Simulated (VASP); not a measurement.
# W (I4/mmm) in VASP: notebook

The runs below take W through single point, with PBEsol.

Everything below comes from runs of VASP 6.6.1. Logs are shortened: lines on timing, memory, paths and dates and some standing lists are left out, and cuts for length are marked.

**1. The cell of the first run**

It takes space group I4/mmm (No. 139, tetragonal). The conventional cell has a = 2.641 Å, b = 2.641 Å, c = 4.222 Å, α = 90.00°, β = 90.00°, γ = 90.00°. Within 3.5 Å of W (site symmetry 4/mmm) lie 12 W at 2.64 to 2.82 Å.

**2. Single point, PBEsol (strain -0.080 along x and y, +0.040 along z)**

The input, INCAR:

```
SYSTEM = W
ALGO = Normal
EDIFF = 1E-6
ENCUT = 520
GGA = PS
ISIF = 2
ISMEAR = 0
LASPH = .TRUE.
LCHARG = .FALSE.
LREAL = .FALSE.
LWAVE = .FALSE.
NBANDS = 13
NELM = 80
PREC = Accurate
SIGMA = 0.15
```

The input, KPOINTS:

```
k-points
0
G
  20 20 20
  0 0 0
```

The input, POSCAR:

```
W
1.0
    0.0000000000      1.8676000000      2.1112000000
    1.8676000000      0.0000000000      2.1112000000
    1.8676000000      1.8676000000      0.0000000000
W
1
Direct
    0.0000000000      0.0000000000      0.0000000000
```

Potentials or basis: VASP PAW PBE potentials, release 64 (W_sv).

Run with:

```sh
$ cat potpaw_PBE.64/W_sv/POTCAR > POTCAR
$ mpirun -np 1 vasp_std > vasp.out
```

OUTCAR:

```text
SYSTEM = W
   EDIFF = 1E-6
   ENCUT = 520
   GGA = PS
   ISIF = 2
   ISMEAR = 0
   LASPH = .TRUE.
   LREAL = .FALSE.
   NELM = 80
   PREC = Accurate

 ion  position               nearest neighbor table
   1  0.000  0.000  0.000-

  LATTYP: Found a body centered tetragonal cell.
 ALAT       =     2.6411852491
 C/A-ratio  =     1.5986762009

  Lattice vectors:

 A1 = (  -1.8676000000,   0.0000000000,   2.1112000000)
 A2 = (   1.8676000000,   0.0000000000,   2.1112000000)
 A3 = (   0.0000000000,   1.8676000000,  -2.1112000000)

Analysis of symmetry for initial positions (statically):
=====================================================================
 Subroutine PRICEL returns:
 Original cell was already a primitive cell.

 Routine SETGRP: Setting up the symmetry group for a
 body centered tetragonal supercell.

 Subroutine GETGRP returns: Found 16 space group operations
 (whereof 16 operations were pure point group operations)
 out of a pool of 16 trial point group operations.

The static configuration has the point symmetry D_4h.

Analysis of symmetry for dynamics (positions and initial velocities):
=====================================================================
 Subroutine PRICEL returns:
 Original cell was already a primitive cell.

 Routine SETGRP: Setting up the symmetry group for a
 body centered tetragonal supercell.

 Subroutine GETGRP returns: Found 16 space group operations
 (whereof 16 operations were pure point group operations)
 out of a pool of 16 trial point group operations.

The dynamic configuration has the point symmetry D_4h.

 Subroutine INISYM returns: Found 16 space group operations
 (whereof 16 operations are pure point group operations),
 and found     1 'primitive' translations

----------------------------------------------------------------------------------------

                                     Primitive cell

  volume of cell :      14.7274

  direct lattice vectors                    reciprocal lattice vectors
     0.000000000  1.867600000  2.111200000    -0.267723281  0.267723281  0.236832133
     1.867600000  0.000000000  2.111200000     0.267723281 -0.267723281  0.236832133
     1.867600000  1.867600000  0.000000000     0.267723281  0.267723281 -0.236832133

  length of vectors
     2.818704525  2.818704525  2.641185249     0.446588144  0.446588144  0.446588144

  position of ions in fractional coordinates (direct lattice)
[... 79 lines left out ...]
   EDIFFG = 0.1E-04   stopping-criterion for IOM
   NSW    =      0    number of steps for IOM
   IBRION =     -1    ionic relax: 0-MD 1-quasi-New 2-CG
   NFREE  =      0    steps in history (QN), initial steepest desc. (CG)
   ISIF   =      2    stress and relaxation
   ISYM   =      2    0-nonsym 1-usesym 2-fastsym
   POTIM  = 0.5000    time-step for ionic-motion
   TEBEG  =    0.0;   TEEND  =   0.0 temperature during run
   PSTRESS=    0.0 pullay stress
   NELECT =      14.0000    total number of electrons
   NUPDOWN=      -1.0000    fix difference up-down
   EMIN   =  10.00;   EMAX   =-10.00  energy-range for DOS
   EFERMI =   0.00;   METHOD = LEGACY
   ISMEAR =     0;   SIGMA  =   0.15  broadening in eV -4-tet -1-fermi 0-gaus
   EFERMI_NEDOS =   21; number of points for ismear=-14 and -15
   IALGO  =     38    algorithm
   IMIX   =      4    mixing-type and parameters
     AMIX     =   0.40;   BMIX     =  1.00
     AMIX_MAG =   1.60;   BMIX_MAG =  1.00
  volume/ion in A,a.u.               =      14.73        99.39
  Fermi-wavevector in a.u.,A,eV,Ry     =   1.609688  3.041870 35.254010  2.591097
  Thomas-Fermi vector in A             =   2.705358
   LORBIT       =      0    0 simple, 1 ext, 2 COOP (PROOUT), +10 PAW based schemes
   GGA     = PS    functional components
   LHFCALC =     F    Hartree Fock is set to
   AEXX    =    0.0000 exact exchange contribution
   IVDW    =     0    specifies the selected vdW correction
   LEPSILON=     F    determine dielectric tensor
   LRPA    =     F    only Hartree local field effects (RPA)
 non-spin polarized calculation
 Gauss-broadening in eV      SIGMA  =   0.15
  energy-cutoff  :      520.00
  volume of cell :       14.73
 maximum number of plane-waves:       406
 NGX is ok and might be reduce to    24
   NGX = 11   NGY = 11   NGZ =  9

 number of electron      14.0000001 magnetization

 Free energy of the ion-electron system (eV)
  ---------------------------------------------------
  ext. energy  EPLUGINS =         0.00000000
  ---------------------------------------------------
  free energy    TOTEN  =       -13.27834763 eV

  energy without entropy =      -13.26889001  energy(sigma->0) =      -13.27361882

 E-fermi :  12.1623     XC(G=0): -14.1712

 val. band max:       12.1485628865   @ k =   0.1500   0.1000   0.0500
 cond. band min:      12.1630548139   @ k =   0.1000   0.0500   0.0000
 fundamental gap:      0.0144919274
 Fermi energy:        12.1622904055

 k-point     1 :       0.0000    0.0000    0.0000
  band No.  band energies     occupation
      1     -61.6131      2.00000
      2     -25.1673      2.00000
      3     -24.9970      2.00000
      4     -24.9970      2.00000
      5       2.3155      2.00000
      6       9.9607      2.00000
      7      11.9127      1.98139
      8      11.9127      1.98139
      9      13.1098      0.00000
     10      16.1527      0.00000
     11      25.0561      0.00000
     12      27.9345      0.00000
     13      32.1349      0.00000
[... 354 lines left out ...]
  band No.  band energies     occupation
      1     -61.4577      2.00000
      2     -26.5067      2.00000
      3     -25.4328      2.00000
      4     -25.0524      2.00000
      5       5.7261      2.00000
      6      10.1353      2.00000
      7      11.2098      2.00000
      8      12.2420      0.45230
      9      15.9457      0.00000
     10      17.2396      0.00000
     11      24.0720      0.00000
     12      27.7584      0.00000
     13      33.4618      0.00000

 [... further k-points ...]
[... 5 lines left out ...]
  --------------------------------------------------------------------------------------
  -------------------------------------------------------------------------------------
  Total        2.5475861      2.5475861      3.3627757      0.0000000     -0.0000000     -0.0000000
  in kB      277.1483780    277.1483780    365.8317365      0.0000000     -0.0000000     -0.0000000
  external PRESSURE =     306.7094975 kB  Pullay stress =       0.0000000 kB

 VOLUME and BASIS-vectors are now :
 -----------------------------------------------------------------------------
  energy-cutoff  :      520.00
  volume of cell :       14.73
      direct lattice vectors                 reciprocal lattice vectors
     0.000000000  1.867600000  2.111200000    -0.267723281  0.267723281  0.236832133
     1.867600000  0.000000000  2.111200000     0.267723281 -0.267723281  0.236832133
     1.867600000  1.867600000  0.000000000     0.267723281  0.267723281 -0.236832133

 POSITION                                       TOTAL-FORCE (eV/Angst)
 -----------------------------------------------------------------------------------
      0.00000      0.00000      0.00000        -0.000000      0.000000      0.000000
 -----------------------------------------------------------------------------------
    total drift:                                0.000000      0.000000     -0.000000

  FREE ENERGIE OF THE ION-ELECTRON SYSTEM (eV)
  ---------------------------------------------------
  free  energy   TOTEN  =       -13.2783476297 eV

  energy  without entropy=      -13.2688900090  energy(sigma->0) =      -13.27361882
```

OSZICAR:

```text
N       E                     dE             d eps       ncg     rms          rms(c)
DAV:   1     0.838497410555E+02    0.83850E+02   -0.74836E+03 16775   0.124E+03
DAV:   2    -0.122782767623E+02   -0.96128E+02   -0.92471E+02 18381   0.319E+02
DAV:   3    -0.138705372473E+02   -0.15923E+01   -0.15869E+01 18556   0.396E+01
DAV:   4    -0.138763926311E+02   -0.58554E-02   -0.58552E-02 18621   0.265E+00
DAV:   5    -0.138764369305E+02   -0.44299E-04   -0.44299E-04 18776   0.217E-01    0.243E+01
DAV:   6    -0.134159643519E+02    0.46047E+00   -0.34771E-01 17726   0.787E+00    0.104E+01
DAV:   7    -0.132830911479E+02    0.13287E+00   -0.20174E-01 18656   0.560E+00    0.423E-01
DAV:   8    -0.132783710579E+02    0.47201E-02   -0.46251E-03 16921   0.927E-01    0.517E-02
DAV:   9    -0.132783442900E+02    0.26768E-04   -0.67153E-05 19933   0.936E-02    0.377E-02
DAV:  10    -0.132783474473E+02   -0.31572E-05   -0.76321E-06 17766   0.351E-02    0.537E-03
DAV:  11    -0.132783476297E+02   -0.18246E-06   -0.15897E-07 10053   0.472E-03
   1 F= -.13278348E+02 E0= -.13273619E+02  d E =-.945762E-02
```

Wall time 46 s (1 thread of Intel Xeon Platinum 8559C (Emerald Rapids), shared host); peak memory 0.23 GiB.

What came out:

| Quantity | Value |
| --- | --- |
| Free energy | -13.2783 eV |
| Pressure | 30.7 GPa |
| Band gap on the k mesh | zero (band 7 reaches 16.53 eV, above the bottom of band 8 at 11.43 eV) |

Stress tensor (GPa, compression positive):
```
27.71  0.00  0.00
 0.00 27.71  0.00
 0.00  0.00 36.58
```

Levels at points of the mesh, in eV from the Fermi level:
```
           k point  band 4  band 5  band 6  band 7  band 8  band 9  band 10  band 11
(0.00, 0.00, 0.00)  -37.16   -9.85   -2.20   -0.25   -0.25    0.95     3.99    12.89
(0.50, 0.00, 0.00)  -37.24   -6.52   -2.22   -0.26    0.79    5.00     5.92    11.94
(0.50, 0.50, 0.00)  -37.55   -6.63   -5.35    1.80    5.79    6.24     6.24    12.71
(0.50, 0.00, 0.50)  -37.77   -6.61   -5.53    4.36    4.99    5.07     7.64    10.75
```

Caveat: the cell differs from its parent crystal (strain -0.080 along x and y, +0.040 along z); the PAW data sets were made with another functional, which shifts forces and pressure a little; spin-orbit coupling is left out, which moves the levels of the heavy elements.

**3. Single point, PBEsol (strain -0.080 along x and y, +0.080 along z)**

The input, INCAR:

```
PREC = Accurate ; ENCUT = 520
EDIFF = 1E-7 ; ISMEAR = 0
SIGMA = 0.15 ; LREAL = F
LASPH = T ; NELM = 100
ALGO = Normal ; ISIF = 2
LWAVE = F ; LCHARG = F
GGA = PS ; NBANDS = 13
```

The input, KPOINTS:

```
Automatic mesh
0
Gamma
  20 20 20
```

The input, POSCAR:

```
W
1.0
    0.0000000000      1.8676000000      2.1924000000
    1.8676000000      0.0000000000      2.1924000000
    1.8676000000      1.8676000000      0.0000000000
W
1
Direct
    0.0000000000      0.0000000000      0.0000000000
```

Potentials or basis: VASP PAW PBE potentials, release 64 (W_sv).

Run with:

```sh
$ cat potpaw_PBE.64/W_sv/POTCAR > POTCAR
$ mpirun -np 1 vasp_std > vasp.out
```

Run time: 51 s. Hardware: 1 thread of Intel Xeon Platinum 8559C (Emerald Rapids), shared host; peak memory 0.23 GiB.

Results (log left out):

```
Free energy            : -13.3751 eV
Pressure               : 16.2 GPa
Band gap on the k mesh : zero (band 7 reaches 15.94 eV, above the bottom of band 8 at 11.09 eV)
```

Stress tensor (GPa, compression positive):
```
15.40  0.00  0.00
 0.00 15.40  0.00
 0.00  0.00 17.93
```

Levels at points of the mesh, in eV from the Fermi level:
```tsv
k point	band 5	band 6	band 7	band 8	band 9	band 10
(0.00, 0.00, 0.00)	-9.75	-2.54	-0.04	-0.04	0.26	4.08
(0.50, 0.00, 0.00)	-6.39	-2.44	-0.03	0.57	4.54	5.48
(0.50, 0.50, 0.00)	-6.49	-5.17	1.05	5.51	5.73	5.73
(0.50, 0.00, 0.50)	-6.41	-5.30	4.24	4.26	4.36	7.52
```

Caveat: the cell differs from its parent crystal (strain -0.080 along x and y, +0.080 along z); the PAW data sets were made with another functional, which shifts forces and pressure a little; spin-orbit coupling is left out, which moves the levels of the heavy elements.

**4. Single point, PBEsol (strain +0.000 along x and y, -0.080 along z)**

The input, INCAR:

```
SYSTEM = W
PREC = Accurate
ENCUT = 520
EDIFF = 1E-7
ISMEAR = 0
SIGMA = 0.15
LREAL = .False.
LASPH = .True.
NELM = 80
ALGO = Normal
ISIF = 2
LWAVE = .False.
LCHARG = .False.
GGA = PS
NBANDS = 13
```

The input, KPOINTS:

```
regular mesh
0
Gamma
  20 20 20
  0 0 0
```

The input, POSCAR:

```
W
1.0
    0.0000000000      2.0300000000      1.8676000000
    2.0300000000      0.0000000000      1.8676000000
    2.0300000000      2.0300000000      0.0000000000
W
1
Direct
    0.0000000000      0.0000000000      0.0000000000
```

Run with:

```sh
$ cat potpaw_PBE.64/W_sv/POTCAR > POTCAR
$ mpirun -np 1 vasp_std > vasp.out
```

Wall time 56 s (1 thread of Intel Xeon Platinum 8559C (Emerald Rapids), shared host); peak memory 0.24 GiB.

It converged, with:

```yaml
Free_energy: -13.3647 eV
Pressure: 12.7 GPa
Band_gap_on_the_k_mesh: zero (band 7 reaches 15.87 eV, above the bottom of band 8 at 10.61 eV)
```

Stress tensor (GPa, compression positive):
```
21.17  0.00  0.00
 0.00 21.17  0.00
 0.00  0.00 -4.17
```

Levels at points of the mesh, in eV from the Fermi level:
| k point | band 4 | band 5 | band 6 | band 7 | band 8 | band 9 | band 10 | band 11 |
| --- | --- | --- | --- | --- | --- | --- | --- | --- |
| (0.00, 0.00, 0.00) | -37.22 | -9.51 | -1.15 | -1.15 | -0.02 | 1.69 | 3.29 | 12.84 |
| (0.50, 0.00, 0.00) | -37.34 | -6.15 | -1.75 | -0.36 | 0.71 | 4.85 | 5.75 | 11.17 |
| (0.50, 0.50, 0.00) | -37.90 | -6.10 | -5.29 | 4.48 | 5.24 | 6.15 | 6.15 | 11.29 |
| (0.50, 0.00, 0.50) | -37.60 | -6.16 | -4.97 | 2.71 | 5.11 | 5.43 | 6.68 | 11.86 |

Caveat: the cell differs from its parent crystal (strain +0.000 along x and y, -0.080 along z); the PAW data sets were made with another functional, which shifts forces and pressure a little; spin-orbit coupling is left out, which moves the levels of the heavy elements.

**5. Summary**

```csv
cell,gap on the mesh (eV),pressure (GPa)
"a = 2.819, b = 2.819, c = 2.641 Å, angles 62.1, 62.1, 55.9°, 1 atom",none,30.7
"a = 2.880, b = 2.880, c = 2.641 Å, angles 62.7, 62.7, 54.6°, 1 atom",none,16.2
"a = 2.758, b = 2.758, c = 2.871 Å, angles 58.6, 58.6, 62.7°, 1 atom",none,12.7
```

Alike in all rows: task single point; level PBEsol; potentials or basis VASP PAW PBE potentials, release 64 (W_sv); no spin polarisation; k mesh 20 × 20 × 20; cutoff (eV) 520; smearing gaussian 0.15 eV.

Caveats: the PAW data sets were made with another functional, which shifts forces and pressure a little; spin-orbit coupling is left out, which moves the levels of the heavy elements.

Total energies depend on the potentials used, so only differences within one code and one set of settings carry meaning.
